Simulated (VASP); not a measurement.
# Ga (Immm) in VASP: single point with r2SCAN

Aim: the single point of Ga with r2SCAN.

Everything below comes from runs of VASP 6.6.1. Logs are shortened: lines on timing, memory, paths and dates and some standing lists are left out, and cuts for length are marked.

### 1 The cell of the first run

Symmetry: Immm, No. 71, orthorhombic system. Conventional cell: a = 2.766 Å, b = 2.808 Å, c = 4.458 Å, α = 90.00°, β = 90.00°, γ = 90.00°. Ga (site symmetry mmm) has 12 Ga at 2.77 to 2.98 Å within 3.6 Å.

### 2 Single point, r2SCAN (strain -0.0150 x Voigt [0, 1, 0, 0, 0, 0])

Input file POSCAR:

```
Ga
1.0
   -1.4040000000      1.3829400000      2.2290000000
    1.4040000000     -1.3829400000      2.2290000000
    1.4040000000      1.3829400000     -2.2290000000
Ga
1
Direct
    0.0000000000      0.0000000000      0.0000000000
```

Input file INCAR.step1:

```
PREC = Accurate
ENCUT = 520
ISMEAR = 0
SIGMA = 0.15
LREAL = False
LASPH = True
NELM = 60
NBANDS = 12
GGA = PE
ALGO = Normal
EDIFF = 1E-4
LWAVE = True
LCHARG = False
```

Input file INCAR.step2:

```
PREC = Accurate
ENCUT = 520
EDIFF = 1E-7
ISMEAR = 0
SIGMA = 0.15
LREAL = False
LASPH = True
NELM = 60
ALGO = Normal
ISIF = 2
LWAVE = False
LCHARG = True
METAGGA = R2SCAN
LMIXTAU = True
LELF = True
LVHAR = True
NBANDS = 12
ISTART = 1
```

Input file KPOINTS:

```
regular mesh
0
Gamma
  24 24 24
```

Potentials or basis: VASP PAW PBE potentials, release 64 (Ga_d).

Launch:

```bash
> cat potpaw_PBE.64/Ga_d/POTCAR > POTCAR
> cp INCAR.step1 INCAR
> mpirun -np 1 vasp_std > vasp.out
> cp INCAR.step2 INCAR
> mpirun -np 1 vasp_std > vasp.out
```

OUTCAR:

```text
PREC = Accurate
   ENCUT = 520
   EDIFF = 1E-7
   ISMEAR = 0
   LREAL = False
   LASPH = True
   NELM = 60
   ISIF = 2
   METAGGA = R2SCAN
   ISTART = 1

 ion  position               nearest neighbor table
   1  0.000  0.000  0.000-

  LATTYP: Found a body centered orthorhombic cell.
 ALAT       =     2.7658800000
 B/A-ratio  =     1.0152284264
 C/A-ratio  =     1.6117835915

  Lattice vectors:

 A1 = (   1.4040000000,  -1.3829400000,  -2.2290000000)
 A2 = (  -1.4040000000,   1.3829400000,  -2.2290000000)
 A3 = (   1.4040000000,   1.3829400000,   2.2290000000)

Analysis of symmetry for initial positions (statically):
=====================================================================
 Subroutine PRICEL returns:
 Original cell was already a primitive cell.

 Routine SETGRP: Setting up the symmetry group for a
 body centered orthorhombic supercell.

 Subroutine GETGRP returns: Found  8 space group operations
 (whereof  8 operations were pure point group operations)
 out of a pool of  8 trial point group operations.

The static configuration has the point symmetry D_2h.

Analysis of symmetry for dynamics (positions and initial velocities):
=====================================================================
 Subroutine PRICEL returns:
 Original cell was already a primitive cell.

 Routine SETGRP: Setting up the symmetry group for a
 body centered orthorhombic supercell.

 Subroutine GETGRP returns: Found  8 space group operations
 (whereof  8 operations were pure point group operations)
 out of a pool of  8 trial point group operations.

The dynamic configuration has the point symmetry D_2h.

 Subroutine INISYM returns: Found  8 space group operations
 (whereof  8 operations are pure point group operations),
 and found     1 'primitive' translations

----------------------------------------------------------------------------------------

                                     Primitive cell

  volume of cell :      17.3117

  direct lattice vectors                    reciprocal lattice vectors
    -1.404000000  1.382940000  2.229000000     0.000000000  0.361548585  0.224315837
     1.404000000 -1.382940000  2.229000000     0.356125356  0.000000000  0.224315837
     1.404000000  1.382940000 -2.229000000     0.356125356  0.361548585  0.000000000

  length of vectors
     2.975261340  2.975261340  2.975261340     0.425482049  0.420883433  0.507486599

  position of ions in fractional coordinates (direct lattice)
     0.000000000  0.000000000  0.000000000

  ion indices of the primitive-cell ions
   primitive index   ion index
                 1           1

----------------------------------------------------------------------------------------

 KPOINTS: regular mesh

Automatic generation of k-mesh.
 Grid dimensions read from file:
 generate k-points for:   24   24   24

 Generating k-lattice:

  Cartesian coordinates                     Fractional coordinates (reciprocal lattice)
     0.000000000  0.015064524  0.009346493     0.041666667  0.000000000  0.000000000
     0.014838557  0.000000000  0.009346493     0.000000000  0.041666667  0.000000000
     0.014838557  0.015064524  0.000000000     0.000000000  0.000000000  0.041666667

  Length of vectors
     0.017728419  0.017536810  0.021145275

  Shift w.r.t. Gamma in fractional coordinates (k-lattice)
     0.000000000  0.000000000  0.000000000

 Subroutine IBZKPT returns following result:
 ===========================================

 Found   1963 irreducible k-points:

 Following reciprocal coordinates:
            Coordinates               Weight
  0.000000  0.000000  0.000000      1.000000
  0.041667 -0.000000  0.000000      4.000000
  0.083333 -0.000000  0.000000      4.000000
  0.125000 -0.000000  0.000000      4.000000
  0.166667 -0.000000  0.000000      4.000000
  0.208333  0.000000  0.000000      4.000000
[... 16 lines left out ...]
  0.375000  0.041667  0.000000      8.000000
  0.416667  0.041667  0.000000      8.000000
 [... further k-points ...]
   k-points           NKPTS =   1963   k-points in BZ     NKDIM =   1963   number of bands    NBANDS=     12
   number of dos      NEDOS =    301   number of ions     NIONS =      1
   total plane-waves  NPLWV =  13824
   dimension x,y,z NGX =    24 NGY =   24 NGZ =   24
   dimension x,y,z NGXF=    48 NGYF=   48 NGZF=   48
   ions per type =               1
   NGX,Y,Z   is equivalent  to a cutoff of  13.41, 13.41, 13.41 a.u.
   NGXF,Y,Z  is equivalent  to a cutoff of  26.82, 26.82, 26.82 a.u.
 SYSTEM =  unknown system
   PREC   = accura    normal or accurate (medium, high low for compatibility)
   ISTART =      1    job   : 0-new  1-cont  2-samecut
   ICHARG =      0    charge: 1-file 2-atom 10-const
   ISPIN  =      1    spin polarized calculation?
   LNONCOLLINEAR =      F non collinear calculations
   LSORBIT =      F    spin-orbit coupling
   LASPH  =      T    aspherical Exc in radial PAW
   ENCUT  =  520.0 eV  38.22 Ry    6.18 a.u.   5.53  5.53  5.53*2*pi/ulx,y,z
   NELM   =     60;   NELMIN=  2; NELMDL=  0     # of ELM steps
   EDIFF  = 0.1E-06   stopping-criterion for ELM
   LREAL  =      F    real-space projection
   EDIFFG = 0.1E-05   stopping-criterion for IOM
   NSW    =      0    number of steps for IOM
   IBRION =     -1    ionic relax: 0-MD 1-quasi-New 2-CG
   NFREE  =      0    steps in history (QN), initial steepest desc. (CG)
   ISIF   =      2    stress and relaxation
   ISYM   =      2    0-nonsym 1-usesym 2-fastsym
   POTIM  = 0.5000    time-step for ionic-motion
   TEBEG  =    0.0;   TEEND  =   0.0 temperature during run
   PSTRESS=    0.0 pullay stress
   NELECT =      13.0000    total number of electrons
   NUPDOWN=      -1.0000    fix difference up-down
   EMIN   =  10.00;   EMAX   =-10.00  energy-range for DOS
   EFERMI =   0.00;   METHOD = LEGACY
   ISMEAR =     0;   SIGMA  =   0.15  broadening in eV -4-tet -1-fermi 0-gaus
   EFERMI_NEDOS =   21; number of points for ismear=-14 and -15
   IALGO  =     38    algorithm
   IMIX   =      4    mixing-type and parameters
     AMIX     =   0.40;   BMIX     =  1.00
     AMIX_MAG =   1.60;   BMIX_MAG =  1.00
  volume/ion in A,a.u.               =      17.31       116.83
  Fermi-wavevector in a.u.,A,eV,Ry     =   1.488021  2.811952 30.126116  2.214207
  Thomas-Fermi vector in A             =   2.601108
   LORBIT       =      0    0 simple, 1 ext, 2 COOP (PROOUT), +10 PAW based schemes
   METAGGA = R2SCAN    functional components
   LHFCALC =     F    Hartree Fock is set to
   AEXX    =    0.0000 exact exchange contribution
   IVDW    =     0    specifies the selected vdW correction
   LEPSILON=     F    determine dielectric tensor
   LRPA    =     F    only Hartree local field effects (RPA)
 non-spin polarized calculation
 Gauss-broadening in eV      SIGMA  =   0.15
  energy-cutoff  :      520.00
  volume of cell :       17.31
 maximum number of plane-waves:       478
 NGX is ok and might be reduce to    24
   NGX = 11   NGY = 11   NGZ = 11

 number of electron      13.0000001 magnetization

 Free energy of the ion-electron system (eV)
  ---------------------------------------------------
  ext. energy  EPLUGINS =         0.00000000
  ---------------------------------------------------
  free energy    TOTEN  =       -11.30770095 eV

  energy without entropy =      -11.30393910  energy(sigma->0) =      -11.30582003

 E-fermi :   6.3030     XC(G=0): -12.6829

 val. band max:        6.2983772803   @ k =   0.3333   0.1250   0.0000
 cond. band min:       6.3043432576   @ k =  -0.0417   0.3333   0.0417
 fundamental gap:      0.0059659773
 Fermi energy:         6.3029616427

 k-point     1 :       0.0000    0.0000    0.0000
  band No.  band energies     occupation
      1      -9.3610      2.00000
      2      -9.2162      2.00000
      3      -9.1975      2.00000
      4      -9.1910      2.00000
      5      -9.0275      2.00000
      6      -6.0710      2.00000
      7      19.9706      0.00000
      8      20.3494      0.00000
      9      20.5751      0.00000
     10      23.5479      0.00000
     11      23.6573      0.00000
     12      24.1009      0.00000

 k-point     2 :       0.0417   -0.0000    0.0000
  band No.  band energies     occupation
      1      -9.3573      2.00000
      2      -9.2138      2.00000
      3      -9.1990      2.00000
      4      -9.1903      2.00000
      5      -9.0292      2.00000
      6      -6.0202      2.00000
      7      19.7869      0.00000
      8      19.9019      0.00000
      9      20.1996      0.00000
     10      22.9197      0.00000
     11      24.0084      0.00000
     12      24.2583      0.00000

 k-point     3 :       0.0833   -0.0000    0.0000
  band No.  band energies     occupation
      1      -9.3475      2.00000
      2      -9.2070      2.00000
      3      -9.2049      2.00000
      4      -9.1859      2.00000
      5      -9.0340      2.00000
      6      -5.8671      2.00000
      7      18.1541      0.00000
      8      19.7009      0.00000
      9      19.7267      0.00000
     10      22.4914      0.00000
     11      24.2538      0.00000
     12      24.6973      0.00000
[... 286 lines left out ...]
 k-point    23 :       0.3750    0.0417    0.0000
  band No.  band energies     occupation
      1      -9.3571      2.00000
      2      -9.3008      2.00000
      3      -9.1876      2.00000
      4      -9.0184      2.00000
      5      -8.9880      2.00000
      6      -1.5332      2.00000
      7       5.2640      2.00000
      8      15.8442      0.00000
      9      18.1031      0.00000
     10      20.2254      0.00000
     11      22.3025      0.00000
     12      24.2757      0.00000

 k-point    24 :       0.4167    0.0417    0.0000
  band No.  band energies     occupation
      1      -9.3695      2.00000
      2      -9.3048      2.00000
      3      -9.1947      2.00000
      4      -9.0093      2.00000
      5      -8.9641      2.00000
      6      -0.5128      2.00000
      7       3.8075      2.00000
      8      15.5985      0.00000
      9      18.2080      0.00000
     10      20.0935      0.00000
     11      22.1064      0.00000
     12      24.1955      0.00000

 [... further k-points ...]

------------------------ aborting loop because EDIFF is reached ----------------------------------------

  FORCE on cell =-STRESS in cart. coord.  units (eV):
  Direction    XX          YY          ZZ          XY          YZ          ZX
  --------------------------------------------------------------------------------------
  -------------------------------------------------------------------------------------
  Total        0.1781109      0.2106504      0.2275087      0.0000000      0.0000000      0.0000000
  in kB       16.4839275     19.4954128     21.0556179      0.0000000      0.0000000      0.0000000
  external PRESSURE =      19.0116527 kB  Pullay stress =       0.0000000 kB

 VOLUME and BASIS-vectors are now :
 -----------------------------------------------------------------------------
  energy-cutoff  :      520.00
  volume of cell :       17.31
      direct lattice vectors                 reciprocal lattice vectors
    -1.404000000  1.382940000  2.229000000     0.000000000  0.361548585  0.224315837
     1.404000000 -1.382940000  2.229000000     0.356125356  0.000000000  0.224315837
     1.404000000  1.382940000 -2.229000000     0.356125356  0.361548585  0.000000000

 POSITION                                       TOTAL-FORCE (eV/Angst)
 -----------------------------------------------------------------------------------
      0.00000      0.00000      0.00000         0.000000     -0.000000      0.000000
 -----------------------------------------------------------------------------------
    total drift:                                0.000000      0.000000     -0.000000

  FREE ENERGIE OF THE ION-ELECTRON SYSTEM (eV)
  ---------------------------------------------------
  free  energy   TOTEN  =       -11.3077009531 eV

  energy  without entropy=      -11.3039391044  energy(sigma->0) =      -11.30582003
```

Run time: 8.7 min. Hardware: 1 thread of Intel Xeon 6975P-C (Granite Rapids), shared host; peak memory 0.48 GiB.

Results:

```yaml
Free_energy: -11.3077 eV
Pressure: 1.9 GPa
Band_gap_on_the_k_mesh: zero (an odd number of electrons rules out a gap without spin polarisation)
```

Levels at points of the mesh, in eV from the Fermi level:
```
           k point  band 4  band 5  band 6  band 7  band 8  band 9
(0.00, 0.00, 0.00)  -15.49  -15.33  -12.37   13.67   14.05   14.27
(0.50, 0.00, 0.00)  -15.30  -15.25   -5.07   -4.63    9.26   12.70
(0.00, 0.50, 0.00)  -15.29  -15.26   -5.30   -4.70    9.21   13.12
(0.50, 0.50, 0.00)  -15.30  -15.17   -2.54   -1.11    4.29    5.42
(0.50, 0.50, 0.50)  -15.26  -15.26   -4.11   -4.03    6.77    7.39
```

Caveat: the cell differs from its parent crystal (strain -0.0150 x Voigt [0, 1, 0, 0, 0, 0]); the PAW data sets were made with another functional, which shifts forces and pressure a little.
